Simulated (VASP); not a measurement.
# CoSi2 (I4mm) in VASP: a series of runs

Runs on CoSi2. Level: PBEsol. Tasks: single point.

Program: VASP 6.6.1. These are calculated values, not measurements. Logs are shortened: lines on timing, memory, paths and dates and some standing lists are left out, and cuts for length are marked.

## 1. The cell of the first run

It takes space group I4mm (No. 107, tetragonal). Conventional cell: a = 3.851 Å, b = 3.851 Å, c = 5.446 Å, α = 90.00°, β = 90.00°, γ = 90.00°. Within 3.0 Å of Co (site symmetry 4mm) lie 8 Si at 2.28 to 2.44 Å. Within 3.0 Å of Si (site symmetry 2mm) lie 4 Co at 2.28 to 2.44 Å and 6 Si at 2.72 Å.

## 2. Single point, PBEsol (atoms displaced along a vibrational mode, the cell strained)

Contents of INCAR:

```
PREC = Accurate ; ENCUT = 520
EDIFF = 1E-7 ; ISMEAR = 0
SIGMA = 0.15 ; LREAL = F
LASPH = T ; NELM = 60
ALGO = Normal ; ISIF = 2
LWAVE = F ; LCHARG = T
GGA = PS ; LELF = T
LVHAR = T ; NBANDS = 16
```

Contents of KPOINTS:

```
Automatic mesh
0
Gamma
  14 14 14
```

Contents of POSCAR:

```
CoSi2
1.0
    0.0000000000      2.7227620041      2.7227620041
    2.7227620041      0.0000000000      2.7227620041
    2.7227620041      2.7227620041      0.0000000000
Co Si
1 2
Direct
    0.0120558520     -0.0120558520     -0.0120558520
    0.2373510795      0.2626489205      0.2626489205
    0.7373510795      0.7626489205      0.7626489205
```

Potentials or basis: VASP PAW PBE potentials, release 64 (Co, Si).

Launch:

```
$ cat potpaw_PBE.64/Co/POTCAR potpaw_PBE.64/Si/POTCAR > POTCAR
$ mpirun -np 1 vasp_std > vasp.out
```

OUTCAR:

```text
PREC = Accurate
   ENCUT = 520
   EDIFF = 1E-7
   ISMEAR = 0
   LREAL = F
   LASPH = T
   NELM = 60
   ISIF = 2
   GGA = PS

 ion  position               nearest neighbor table
   1  0.012  0.988  0.988-   3 2.28   3 2.28   2 2.28   2 2.28   3 2.44   3 2.44   2 2.44   2 2.44

   2  0.237  0.263  0.263-   1 2.28   1 2.28   1 2.44   1 2.44   3 2.72   3 2.72   3 2.72   3 2.72
                             3 2.72   3 2.72
   3  0.737  0.763  0.763-   1 2.28   1 2.28   1 2.44   1 2.44   2 2.72   2 2.72   2 2.72   2 2.72
                             2 2.72   2 2.72

  LATTYP: Found a face centered cubic cell.
 ALAT       =     5.4455240082

  Lattice vectors:

 A1 = (   0.0000000000,   2.7227620041,   2.7227620041)
 A2 = (   2.7227620041,   0.0000000000,   2.7227620041)
 A3 = (   2.7227620041,   2.7227620041,   0.0000000000)

Analysis of symmetry for initial positions (statically):
=====================================================================
 Subroutine PRICEL returns:
 Original cell was already a primitive cell.

 Routine SETGRP: Setting up the symmetry group for a
 face centered cubic supercell.

 Subroutine GETGRP returns: Found  8 space group operations
 (whereof  8 operations were pure point group operations)
 out of a pool of 48 trial point group operations.

The static configuration has the point symmetry C_4v.

Analysis of symmetry for dynamics (positions and initial velocities):
=====================================================================
 Subroutine PRICEL returns:
 Original cell was already a primitive cell.

 Routine SETGRP: Setting up the symmetry group for a
 face centered cubic supercell.

 Subroutine GETGRP returns: Found  8 space group operations
 (whereof  8 operations were pure point group operations)
 out of a pool of 48 trial point group operations.

The dynamic configuration has the point symmetry C_4v.

 Subroutine INISYM returns: Found  8 space group operations
 (whereof  8 operations are pure point group operations),
 and found     1 'primitive' translations

----------------------------------------------------------------------------------------

                                     Primitive cell

  volume of cell :      40.3700

  direct lattice vectors                    reciprocal lattice vectors
     0.000000000  2.722762004  2.722762004    -0.183637057  0.183637057  0.183637057
     2.722762004  0.000000000  2.722762004     0.183637057 -0.183637057  0.183637057
     2.722762004  2.722762004  0.000000000     0.183637057  0.183637057 -0.183637057

  length of vectors
     3.850566953  3.850566953  3.850566953     0.318068712  0.318068712  0.318068712

  position of ions in fractional coordinates (direct lattice)
     0.012055852  0.987944148  0.987944148
     0.237351080  0.262648920  0.262648920
     0.737351080  0.762648920  0.762648920

  ion indices of the primitive-cell ions
   primitive index   ion index
                 1           1
                 2           2
                 3           3

----------------------------------------------------------------------------------------

 KPOINTS: Automatic mesh

Automatic generation of k-mesh.
 Grid dimensions read from file:
 generate k-points for:   14   14   14

 Generating k-lattice:

  Cartesian coordinates                     Fractional coordinates (reciprocal lattice)
    -0.013116933  0.013116933  0.013116933     0.071428571  0.000000000  0.000000000
     0.013116933 -0.013116933  0.013116933     0.000000000  0.071428571  0.000000000
     0.013116933  0.013116933 -0.013116933     0.000000000  0.000000000  0.071428571

  Length of vectors
     0.022719194  0.022719194  0.022719194

  Shift w.r.t. Gamma in fractional coordinates (k-lattice)
     0.000000000  0.000000000  0.000000000

 Subroutine IBZKPT returns following result:
 ===========================================

 Found    244 irreducible k-points:

 Following reciprocal coordinates:
            Coordinates               Weight
  0.000000  0.000000  0.000000      1.000000
  0.071429  0.000000  0.000000      8.000000
  0.142857  0.000000  0.000000      8.000000
  0.214286  0.000000  0.000000      8.000000
  0.285714  0.000000  0.000000      8.000000
  0.357143  0.000000  0.000000      8.000000
[... 16 lines left out ...]
 -0.428571  0.071429  0.000000     16.000000
  0.000000 -0.428571  0.071429      8.000000
 [... further k-points ...]
   k-points           NKPTS =    244   k-points in BZ     NKDIM =    244   number of bands    NBANDS=     16
   number of dos      NEDOS =    301   number of ions     NIONS =      3
   total plane-waves  NPLWV =  27000
   dimension x,y,z NGX =    30 NGY =   30 NGZ =   30
   dimension x,y,z NGXF=    60 NGYF=   60 NGZF=   60
   ions per type =               1   2
   NGX,Y,Z   is equivalent  to a cutoff of  12.95, 12.95, 12.95 a.u.
   NGXF,Y,Z  is equivalent  to a cutoff of  25.90, 25.90, 25.90 a.u.
 SYSTEM =  unknown system
   PREC   = accura    normal or accurate (medium, high low for compatibility)
   ISTART =      0    job   : 0-new  1-cont  2-samecut
   ICHARG =      2    charge: 1-file 2-atom 10-const
   ISPIN  =      1    spin polarized calculation?
   LNONCOLLINEAR =      F non collinear calculations
   LSORBIT =      F    spin-orbit coupling
   LASPH  =      T    aspherical Exc in radial PAW
   ENCUT  =  520.0 eV  38.22 Ry    6.18 a.u.   7.16  7.16  7.16*2*pi/ulx,y,z
   NELM   =     60;   NELMIN=  2; NELMDL= -5     # of ELM steps
   EDIFF  = 0.1E-06   stopping-criterion for ELM
   LREAL  =      F    real-space projection
   EDIFFG = 0.1E-05   stopping-criterion for IOM
   NSW    =      0    number of steps for IOM
   IBRION =     -1    ionic relax: 0-MD 1-quasi-New 2-CG
   NFREE  =      0    steps in history (QN), initial steepest desc. (CG)
   ISIF   =      2    stress and relaxation
   ISYM   =      2    0-nonsym 1-usesym 2-fastsym
   POTIM  = 0.5000    time-step for ionic-motion
   TEBEG  =    0.0;   TEEND  =   0.0 temperature during run
   PSTRESS=    0.0 pullay stress
   NELECT =      17.0000    total number of electrons
   NUPDOWN=      -1.0000    fix difference up-down
   EMIN   =  10.00;   EMAX   =-10.00  energy-range for DOS
   EFERMI =   0.00;   METHOD = LEGACY
   ISMEAR =     0;   SIGMA  =   0.15  broadening in eV -4-tet -1-fermi 0-gaus
   EFERMI_NEDOS =   21; number of points for ismear=-14 and -15
   IALGO  =     38    algorithm
   IMIX   =      4    mixing-type and parameters
     AMIX     =   0.40;   BMIX     =  1.00
     AMIX_MAG =   1.60;   BMIX_MAG =  1.00
  volume/ion in A,a.u.               =      13.46        90.81
  Fermi-wavevector in a.u.,A,eV,Ry     =   1.227076  2.318837 20.486503  1.505715
  Thomas-Fermi vector in A             =   2.362053
   LORBIT       =      0    0 simple, 1 ext, 2 COOP (PROOUT), +10 PAW based schemes
   GGA     = PS    functional components
   LHFCALC =     F    Hartree Fock is set to
   AEXX    =    0.0000 exact exchange contribution
   IVDW    =     0    specifies the selected vdW correction
   LEPSILON=     F    determine dielectric tensor
   LRPA    =     F    only Hartree local field effects (RPA)
 non-spin polarized calculation
 Gauss-broadening in eV      SIGMA  =   0.15
  energy-cutoff  :      520.00
  volume of cell :       40.37
 maximum number of plane-waves:      1106
 NGX is ok and might be reduce to    30
   NGX = 15   NGY = 15   NGZ = 15

 number of electron      17.0000001 magnetization

 Free energy of the ion-electron system (eV)
  ---------------------------------------------------
  ext. energy  EPLUGINS =         0.00000000
  ---------------------------------------------------
  free energy    TOTEN  =       -20.78777448 eV

  energy without entropy =      -20.77520762  energy(sigma->0) =      -20.78149105

 E-fermi :   9.3504     XC(G=0): -11.6269

 val. band max:        9.3481606132   @ k =   0.4286   0.2143   0.0714
 cond. band min:       9.3650017333   @ k =   0.2143   0.0714   0.4286
 fundamental gap:      0.0168411202
 Fermi energy:         9.3504089299

 k-point     1 :       0.0000    0.0000    0.0000
  band No.  band energies     occupation
      1      -3.3967      2.00000
      2       5.4378      2.00000
      3       5.4829      2.00000
      4       5.4829      2.00000
      5       7.5593      2.00000
      6       7.5749      2.00000
[... 8 lines left out ...]
     15      14.8259      0.00000
     16      14.8427      0.00000

 k-point     2 :       0.0714    0.0000    0.0000
  band No.  band energies     occupation
      1      -3.3221      2.00000
      2       5.2535      2.00000
      3       5.4885      2.00000
      4       5.5090      2.00000
      5       7.5362      2.00000
      6       7.5527      2.00000
[... 8 lines left out ...]
     15      14.6217      0.00000
     16      14.7691      0.00000

 k-point     3 :       0.1429    0.0000    0.0000
  band No.  band energies     occupation
      1      -3.0991      2.00000
      2       4.7076      2.00000
      3       5.5624      2.00000
      4       5.5828      2.00000
      5       7.4799      2.00000
      6       7.4988      2.00000
[... 8 lines left out ...]
     15      14.6592      0.00000
     16      15.1230      0.00000

 k-point     4 :       0.2143    0.0000    0.0000
  band No.  band energies     occupation
      1      -2.7308      2.00000
      2       3.9330      2.00000
      3       5.6719      2.00000
      4       5.6897      2.00000
      5       7.4253      2.00000
      6       7.4476      2.00000
[... 8 lines left out ...]
     15      15.4077      0.00000
     16      16.0821      0.00000
[... 324 lines left out ...]
 k-point    22 :       0.0000    0.5000    0.0714
  band No.  band energies     occupation
      1      -0.2674      2.00000
      2       0.5285      2.00000
      3       5.8462      2.00000
      4       5.9526      2.00000
      5       7.0604      2.00000
      6       7.7120      2.00000
[... 8 lines left out ...]
     15      19.5312      0.00000
     16      19.9300      0.00000

 k-point    23 :      -0.4286    0.0714    0.0000
  band No.  band energies     occupation
      1      -0.5142      2.00000
      2       0.8010      2.00000
      3       5.7718      2.00000
      4       6.0111      2.00000
      5       7.1361      2.00000
      6       7.5593      2.00000
[... 8 lines left out ...]
     15      18.7884      0.00000
     16      19.6719      0.00000

 k-point    24 :       0.0000   -0.4286    0.0714
  band No.  band energies     occupation
      1      -0.5143      2.00000
      2       0.8014      2.00000
      3       5.7729      2.00000
      4       6.0103      2.00000
      5       7.1331      2.00000
      6       7.5463      2.00000
[... 8 lines left out ...]
     15      18.7672      0.00000
     16      19.6923      0.00000

 [... further k-points ...]

------------------------ aborting loop because EDIFF is reached ----------------------------------------

  FORCE on cell =-STRESS in cart. coord.  units (eV):
  Direction    XX          YY          ZZ          XY          YZ          ZX
  --------------------------------------------------------------------------------------
  -------------------------------------------------------------------------------------
  Total       -2.8133541     -2.6886580     -2.6886580      0.0000000      0.0000000     -0.0000000
  in kB     -111.6544263   -106.7055744   -106.7055744      0.0000000      0.0000000     -0.0000000
  external PRESSURE =    -108.3551917 kB  Pullay stress =       0.0000000 kB

 VOLUME and BASIS-vectors are now :
 -----------------------------------------------------------------------------
  energy-cutoff  :      520.00
  volume of cell :       40.37
      direct lattice vectors                 reciprocal lattice vectors
     0.000000000  2.722762004  2.722762004    -0.183637057  0.183637057  0.183637057
     2.722762004  0.000000000  2.722762004     0.183637057 -0.183637057  0.183637057
     2.722762004  2.722762004  0.000000000     0.183637057  0.183637057 -0.183637057

 POSITION                                       TOTAL-FORCE (eV/Angst)
 -----------------------------------------------------------------------------------
      5.37987      2.72276      2.72276         1.250110      0.000000      0.000000
      1.43026      1.36138      1.36138        -0.625055      0.000000      0.000000
      4.15302      4.08414      4.08414        -0.625055      0.000000      0.000000
 -----------------------------------------------------------------------------------
    total drift:                                0.000321     -0.000001     -0.000001

  FREE ENERGIE OF THE ION-ELECTRON SYSTEM (eV)
  ---------------------------------------------------
  free  energy   TOTEN  =       -20.7877744757 eV

  energy  without entropy=      -20.7752076196  energy(sigma->0) =      -20.78149105
```

Wall time 4.7 min (1 thread of Intel Xeon 8259CL, shared host); peak memory 0.29 GiB.

Results:

| Item | Value |
| --- | --- |
| Free energy | -20.7878 eV |
| Pressure | -10.8 GPa |
| Largest force | 1.250 eV/Å |
| Band gap on the k mesh | zero (an odd number of electrons rules out a gap without spin polarisation) |

Forces in eV/Å, atoms in the order of the input:
```
Co   1.250  0.000  0.000
Si  -0.625  0.000  0.000
Si  -0.625  0.000  0.000
```

Levels at points of the mesh, in eV from the Fermi level:
| k point | band 6 | band 7 | band 8 | band 9 | band 10 | band 11 | band 12 | band 13 |
| --- | --- | --- | --- | --- | --- | --- | --- | --- |
| (0.00, 0.00, 0.00) | -1.78 | 0.28 | 2.97 | 2.97 | 3.27 | 3.44 | 3.62 | 3.62 |
| (0.50, 0.00, 0.00) | -1.60 | -1.54 | -0.41 | -0.36 | 2.34 | 3.26 | 3.41 | 3.90 |
| (0.50, 0.50, 0.00) | -1.91 | -1.84 | -1.77 | -1.25 | 1.35 | 2.83 | 8.45 | 9.10 |
| (0.00, 0.50, 0.50) | -1.81 | -1.81 | -1.76 | -1.27 | 1.34 | 2.82 | 8.57 | 9.06 |

Caveat: the cell differs from its parent crystal (atoms displaced along a vibrational mode, the cell strained); the cell stands under tension; the PAW data sets were made with another functional, which shifts forces and pressure a little; the run has no spin polarisation, though such a crystal can be magnetic. Spin polarisation is off, so any magnetic state and its effect on volume and gap are missing.

## 3. Single point, PBEsol (atoms displaced along a vibrational mode, the cell strained)

Contents of INCAR:

```
PREC = Accurate
ENCUT = 520
EDIFF = 1E-6
ISMEAR = 0
SIGMA = 0.15
LREAL = False
LASPH = True
NELM = 100
ALGO = Normal
ISIF = 2
LWAVE = False
LCHARG = False
GGA = PS
NBANDS = 16
```

Contents of KPOINTS:

```
regular mesh
0
Gamma
  14 14 14
```

Contents of POSCAR:

```
CoSi2
1.0
    0.0000000000      2.7227620041      2.7227620041
    2.7227620041      0.0000000000      2.7227620041
    2.7227620041      2.7227620041      0.0000000000
Co Si
1 2
Direct
    0.0160744693     -0.0160744693     -0.0160744693
    0.2331347727      0.2668652273      0.2668652273
    0.7331347727      0.7668652273      0.7668652273
```

Potentials or basis: VASP PAW PBE potentials, release 64 (Co, Si).

Launch:

```
$ cat potpaw_PBE.64/Co/POTCAR potpaw_PBE.64/Si/POTCAR > POTCAR
$ mpirun -np 1 vasp_std > vasp.out
```

It took 3.9 min on 1 thread of Intel Xeon 8259CL, shared host; peak memory 0.29 GiB.

It converged, with:

```yaml
Free_energy: -20.7223 eV
Pressure: -9.9 GPa
Largest_force: 1.669 eV/Å
Band_gap_on_the_k_mesh: zero (an odd number of electrons rules out a gap without spin polarisation)
```

Forces on the atoms (eV/Å):
```
Co   1.669  0.000  0.000
Si  -0.835  0.000  0.000
Si  -0.835  0.000  0.000
```

Stress tensor (GPa, compression positive):
```
-10.55   0.00   0.00
  0.00  -9.63   0.00
  0.00   0.00  -9.63
```

Levels at points of the mesh, in eV from the Fermi level:
```csv
k point,band 5,band 6,band 7,band 8,band 9,band 10,band 11,band 12,band 13,band 14
"(0.00, 0.00, 0.00)",-1.82,-1.79,0.26,2.85,2.85,3.30,3.47,3.70,3.70,5.49
"(0.50, 0.00, 0.00)",-2.14,-1.67,-1.56,-0.38,-0.31,2.25,3.25,3.49,3.88,10.12
"(0.50, 0.50, 0.00)",-3.53,-1.95,-1.84,-1.76,-1.27,1.33,2.81,8.39,9.09,9.13
"(0.00, 0.50, 0.50)",-3.58,-1.78,-1.78,-1.75,-1.31,1.32,2.79,8.60,9.04,9.04
```

Caveat: the cell differs from its parent crystal (atoms displaced along a vibrational mode, the cell strained); the cell stands under tension; the PAW data sets were made with another functional, which shifts forces and pressure a little; the run has no spin polarisation, though such a crystal can be magnetic. Spin polarisation is off, so any magnetic state and its effect on volume and gap are missing.

## 4. Single point, PBEsol (atoms displaced along a vibrational mode, the cell strained)

Contents of INCAR:

```
SYSTEM = CoSi2
PREC     = Accurate       ! precision mode
ENCUT    = 520            ! plane-wave cutoff, eV
EDIFF    = 1E-6           ! SCF threshold, eV
ISMEAR   = 0              ! smearing method
SIGMA    = 0.15           ! smearing width, eV
LREAL    = .False.        ! projectors in reciprocal space
LASPH    = .True.         ! aspherical terms in the spheres
NELM     = 60             ! most SCF steps
ALGO     = Normal         ! electronic algorithm
ISIF     = 2              ! what is computed and relaxed
LWAVE    = .False.        ! write WAVECAR
LCHARG   = .False.        ! write CHGCAR
GGA      = PS             ! functional
NBANDS   = 16             ! bands
```

Contents of KPOINTS:

```
regular mesh
0
Gamma
  14 14 14
  0 0 0
```

Contents of POSCAR:

```
CoSi2
1.0
    0.0000000000      2.5899443453      2.5899443453
    2.5899443453      0.0000000000      2.5899443453
    2.5899443453      2.5899443453      0.0000000000
Co Si
1 2
Direct
    0.0120558520     -0.0120558520     -0.0120558520
    0.2373510795      0.2626489205      0.2626489205
    0.7373510795      0.7626489205      0.7626489205
```

Launch:

```
$ cat potpaw_PBE.64/Co/POTCAR potpaw_PBE.64/Si/POTCAR > POTCAR
$ mpirun -np 1 vasp_std > vasp.out
```

It took 2.8 min on 1 thread of Intel Xeon 8259CL, shared host; peak memory 0.26 GiB.

The run converged. Its results:

| Property | Result |
| --- | --- |
| Free energy | -20.7085 eV |
| Pressure | 19.4 GPa |
| Largest force | 2.143 eV/Å |
| Band gap on the k mesh | zero (an odd number of electrons rules out a gap without spin polarisation) |

Forces on the atoms (eV/Å):
```
Co   2.143  0.000  0.000
Si  -1.071  0.000  0.000
Si  -1.071  0.000  0.000
```

Stress tensor (GPa, compression positive):
```
18.51  0.00  0.00
 0.00 19.91  0.00
 0.00  0.00 19.91
```

Levels at points of the mesh, in eV from the Fermi level:
```csv
k point,band 5,band 6,band 7,band 8,band 9,band 10,band 11,band 12,band 13,band 14
"(0.00, 0.00, 0.00)",-2.32,-2.30,1.71,3.22,3.22,3.47,3.96,4.00,4.00,6.13
"(0.50, 0.00, 0.00)",-2.48,-2.03,-1.97,-0.48,-0.44,2.76,3.72,3.92,5.21,10.82
"(0.50, 0.50, 0.00)",-3.96,-2.34,-2.28,-2.23,-1.61,1.98,2.90,8.69,10.57,10.63
"(0.00, 0.50, 0.50)",-3.99,-2.23,-2.23,-2.21,-1.64,1.97,2.88,8.74,10.60,10.60
```

Caveat: the cell differs from its parent crystal (atoms displaced along a vibrational mode, the cell strained); the cell stands under pressure; the PAW data sets were made with another functional, which shifts forces and pressure a little; the run has no spin polarisation, though such a crystal can be magnetic.

[end of part 1 of 2]

The gap in the log of VASP goes by the Fermi energy; the results here count the filled bands.